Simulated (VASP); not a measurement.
Wanted: the native input for a VASP 6.6.1 run.

```
Task                   : single point
Functional             : LDA
Potentials or basis    : VASP PAW LDA potentials, release 64 (Pt, S)
Cutoff                 : 520 eV
k mesh                 : 12 × 12 × 8
Occupations            : gaussian, width 0.05 eV
Spin                   : no spin polarisation
Dipole correction      : no
Further INCAR settings : ALGO = Normal; EDIFF = 1e-07; NBANDS = 18
```

The structure of PtS2 lies in POSCAR:

```
PtS2
1.0
    3.3660395020      0.0000000000      0.0000000000
   -1.6830197510      2.9150757189      0.0000000000
    0.0000000000      0.0000000000      5.1647700000
Pt S
1 2
Direct
    0.0000000000      0.0000000000      0.0000000000
    0.3333333333      0.6666666667      0.2500000000
    0.6666666667      0.3333333333      0.7500000000
```

This cell differs from its parent crystal: strain -0.050 along x and y, +0.025 along z.

The input as run:

INCAR

```
SYSTEM = PtS2
PREC     = Accurate       ! precision mode
ENCUT    = 520            ! plane-wave cutoff, eV
EDIFF    = 1E-7           ! SCF threshold, eV
ISMEAR   = 0              ! smearing method
SIGMA    = 0.05           ! smearing width, eV
LREAL    = .FALSE.        ! projectors in reciprocal space
LASPH    = .TRUE.         ! aspherical terms in the spheres
NELM     = 80             ! most SCF steps
ALGO     = Normal         ! electronic algorithm
ISIF     = 2              ! what is computed and relaxed
LWAVE    = .FALSE.        ! write WAVECAR
LCHARG   = .TRUE.         ! write CHGCAR
GGA      = CA             ! functional
LELF     = .TRUE.         ! ELF
LVHAR    = .TRUE.       
NBANDS   = 18             ! bands
```

KPOINTS

```
Automatic mesh
0
G
  12 12 8
  0 0 0
```

Potentials or basis: VASP PAW LDA potentials, release 64 (Pt, S).

The run is started by

```bash
$ cat potpaw_LDA.64/Pt/POTCAR potpaw_LDA.64/S/POTCAR > POTCAR
$ mpirun -np 1 vasp_std > vasp.out
```

It gave:

| Property | Result |
| --- | --- |
| Pressure | 10.1 GPa |
| Largest force | 0.180 eV/Å |
| Band gap on the k mesh | 0.64 eV, indirect (least direct gap 0.91 eV) |

Caveat: the cell differs from its parent crystal (strain -0.050 along x and y, +0.025 along z); spin-orbit coupling is left out, which moves the levels of the heavy elements.

It took 96 s on 1 thread of Intel(R) Xeon(R) Platinum 8259CL CPU @ 2.50GHz (Skylake/Cascade Lake), on a shared host, peak memory 0.24 GiB.
